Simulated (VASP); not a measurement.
Here is a VASP 6.6.1 calculation.

Contents of POSCAR:

```
Al
1.0
   -1.6325677295      1.6325677295      1.6325677295
    1.6325677295     -1.6325677295      1.6325677295
    1.6325677295      1.6325677295     -1.6325677295
Al
1
Direct
    0.0000000000      0.0000000000      0.0000000000
```

The input INCAR.step1:

```
PREC = Accurate ; ENCUT = 520
ISMEAR = 0 ; SIGMA = 0.1
LREAL = F ; LASPH = T
NELM = 100 ; NBANDS = 8
GGA = PE ; ALGO = Normal
EDIFF = 1E-4 ; LWAVE = T
LCHARG = F
```

File INCAR.step2:

```
PREC = Accurate ; ENCUT = 520
EDIFF = 1E-6 ; ISMEAR = 0
SIGMA = 0.1 ; LREAL = F
LASPH = T ; NELM = 100
ALGO = Normal ; ISIF = 2
LWAVE = F ; LCHARG = T
METAGGA = R2SCAN ; LMIXTAU = T
LELF = T ; LVHAR = T
NBANDS = 8 ; ISTART = 1
```

File KPOINTS:

```
Automatic mesh
0
Gamma
  13 13 13
```

Potentials or basis: VASP PAW PBE potentials, release 64 (Al).

Launch:

```sh
$ cat potpaw_PBE.64/Al/POTCAR > POTCAR
$ cp INCAR.step1 INCAR
$ mpirun -np 1 vasp_std > vasp.out
$ cp INCAR.step2 INCAR
$ mpirun -np 1 vasp_std > vasp.out
```

Question: What does it give for the pressure?

Answer: -5.6 GPa.

Question: Estimate the band gap on the k mesh.

Answer: Zero (an odd number of electrons rules out a gap without spin polarisation).

Caveat: the cell stands under tension; the PAW data sets were made with another functional, which shifts forces and pressure a little.
